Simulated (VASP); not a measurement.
Input of a VASP 6.6.1 run:

File INCAR:

```
PREC = Accurate
ENCUT = 520
EDIFF = 1E-6
ISMEAR = 0
SIGMA = 0.15
LREAL = False
LASPH = True
NELM = 80
ALGO = Fast
ISIF = 2
LWAVE = False
LCHARG = False
GGA = PS
NBANDS = 21
```

The input KPOINTS:

```
Automatic mesh
0
Gamma
  24 24 14
```

Contents of POSCAR:

```
Ru
1.0
    2.7567620996      0.0000000000      0.0000000000
   -1.3783810498      2.3874260104      0.0000000000
    0.0000000000      0.0000000000      4.4645169983
Ru
2
Direct
    0.3333333333      0.6666666667      0.2500000000
    0.6666666667      0.3333333333      0.7500000000
```

Potentials or basis: VASP PAW PBE potentials, release 64 (Ru_pv).

Run with:

```console
$ cat potpaw_PBE.64/Ru_pv/POTCAR > POTCAR
$ mpirun -np 1 vasp_std > vasp.out
```

Q: Predict the band gap on the k mesh.

A: Zero (bands 14 and 15 overlap by 2.89 eV).

Q: What does it give for the pressure?

A: -27.0 GPa.

Stress tensor (GPa, compression positive):
```
-23.48   0.00   0.00
  0.00 -23.48   0.00
  0.00   0.00 -34.03
```

Caveat: the cell differs from its parent crystal (strain +0.025 along x and y, +0.050 along z); the stress differs along the axes, from -34 to -23 GPa; the PAW data sets were made with another functional, which shifts forces and pressure a little.
